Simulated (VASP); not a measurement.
LaP, 2 atoms in the cell. It takes space group Fm-3m (No. 225, cubic). Conventional cell: a = 4.470 Å, b = 4.470 Å, c = 4.470 Å, α = 90.00°, β = 90.00°, γ = 90.00°. La (site symmetry m-3m) has 6 P at 2.23 Å within 3.0 Å. Within 3.0 Å of P (site symmetry m-3m) lie 6 La at 2.23 Å. 

| Quantity | Value |
| --- | --- |
| Program | VASP 6.6.1 |
| Task | relaxation of the atoms |
| Functional | LDA |
| Potentials or basis | VASP PAW LDA potentials, release 64 (La, P) |
| Cutoff | 520 eV |
| k mesh | 10 × 10 × 10 |
| Occupations | fermi-dirac, width 0.05 eV |
| Spin | no spin polarisation |
| Dipole correction | no |
| Further INCAR settings | ALGO = Normal; EDIFF = 1e-06; IBRION = 2; EDIFFG = -0.01; NSW = 50 |

Potentials or basis: VASP PAW LDA potentials, release 64 (La, P).

The run is started by

```console
$ cat potpaw_LDA.64/La/POTCAR potpaw_LDA.64/P/POTCAR > POTCAR
$ mpirun -np 1 vasp_std > vasp.out
```

Hardware: 1 thread of Intel(R) Xeon(R) Platinum 8488C (Sapphire Rapids), on a shared host.

Estimate the wall time of this run.

It took 6.5 s on 1 thread of Intel(R) Xeon(R) Platinum 8488C (Sapphire Rapids), on a shared host, peak memory 0.14 GiB. Counts: scf iterations 12, k points 47, ion steps 1.
